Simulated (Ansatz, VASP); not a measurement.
# C: VASP beside Ansatz

```
C
1.0
     3.56680    0.00000    0.00000
     0.00000   -3.56680    0.00000
     0.00000    0.00000   -3.56680
C
8
Direct
  0.48824 0.01132 0.97503
  0.04377 0.44135 0.01892
  0.97032 0.96992 0.48751
  0.49783 0.50817 0.49395
  0.75701 0.74076 0.76051
  0.24546 0.26120 0.73280
  0.26153 0.80534 0.29091
  0.73583 0.26194 0.24037
```

Alike in both runs: task single point; functional LDA; k mesh 6 × 6 × 6; occupations gaussian, width 0.05 eV; non-collinear spin, spin-orbit coupling.

```csv
,VASP,Ansatz
version,VASP 6.6.1,Ansatz 0.2.0
potentials or method,"VASP PAW LDA potentials, release 64 (C), cutoff 520 eV","scalar-relativistic, plane waves, PAW"
valence electrons in the cell,32,32
```

VASP gave:

- pressure (GPa): -0.3
- traceless stress, the component that is largest in VASP (GPa): 5.40
- rms of the force components (eV/Å): 3.371

Which values does Ansatz return?

Pressure (GPa): -1.7; traceless stress, the component that is largest in VASP (GPa): 5.44; rms of the force components (eV/Å): 3.365.

LDA's correlation is that of Perdew and Zunger in VASP and of Perdew and Wang (1992) in Ansatz. Atom by atom the forces differ by 0.016 eV/Å (rms over components).
